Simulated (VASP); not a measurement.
TaN: relaxation of cell and atoms with r2SCAN

TaN:

```
CELL_PARAMETERS angstrom
0.00000 2.19953 2.19953
2.19953 0.00000 2.19953
2.19953 2.19953 0.00000
ATOMIC_POSITIONS crystal
Ta 0.50000 0.50000 0.50000
N 0.00000 0.00000 0.00000
```

```
Program                : VASP 6.6.1
Task                   : relaxation of cell and atoms
Functional             : r2SCAN
Potentials or basis    : VASP PAW PBE potentials, release 64 (Ta_pv, N)
Cutoff                 : 600 eV
k mesh                 : 22 × 22 × 22
Occupations            : gaussian, width 0.1 eV
Spin                   : no spin polarisation
Dipole correction      : no
Further INCAR settings : ALGO = Normal; EDIFF = 1e-06; IBRION = 2; EDIFFG = -0.01; NSW = 100; ISIF = 3
```

| Property | Result |
| --- | --- |
| Relaxed volume | 10.68 Å³/atom |
| Relaxed cell | a = 3.114 Å, b = 3.114 Å, c = 3.114 Å, α = 60.00°, β = 60.00°, γ = 60.00° |
| Space group after relaxing (to 0.1 Å) | Fm-3m (No. 225) |
| Energy gained by relaxing | 0.2 meV/atom |
| Ionic steps | 3 |
| Pressure after relaxing | 0.0 GPa |
| Band gap on the k mesh | zero (bands 8 and 9 overlap by 4.06 eV) |

Step by step:
```tsv
step	energy change (eV)	largest force (eV/Å)	pressure (GPa)	volume (Å³)
1	0.0000	0.0000	1.30	21.28
2	0.0015	0.0000	-3.05	21.55
3	-0.0003	0.0000	0.00	21.36
```

Final structure:
```
Ta N
1.0
     0.00000    2.20220    2.20220
     2.20220    0.00000    2.20220
     2.20220    2.20220    0.00000
Ta N
1 1
Direct
  0.50000 0.50000 0.50000
  0.00000 0.00000 0.00000
```

Levels at points of the mesh, in eV from the Fermi level:
| k point | band 6 | band 7 | band 8 | band 9 | band 10 | band 11 |
| --- | --- | --- | --- | --- | --- | --- |
| (0.00, 0.00, 0.00) | -4.11 | -4.11 | -2.13 | -2.13 | -2.13 | 0.15 |
| (0.50, 0.00, 0.00) | -7.94 | -7.94 | 1.93 | 1.93 | 2.08 | 4.09 |
| (0.50, 0.50, 0.00) | -5.56 | -4.97 | -4.97 | 2.22 | 3.54 | 3.54 |

Run time: 7.9 min on 1 thread of Intel(R) Xeon(R) 6975P-C (Granite Rapids), on a shared host, peak memory 0.27 GiB.

Caveat: the highest band is partly filled, so the run has too few bands; the PAW data sets were made with another functional, which shifts forces and pressure a little; spin-orbit coupling is left out, which moves the levels of the heavy elements. Zero-point motion and thermal expansion aren't in these numbers.
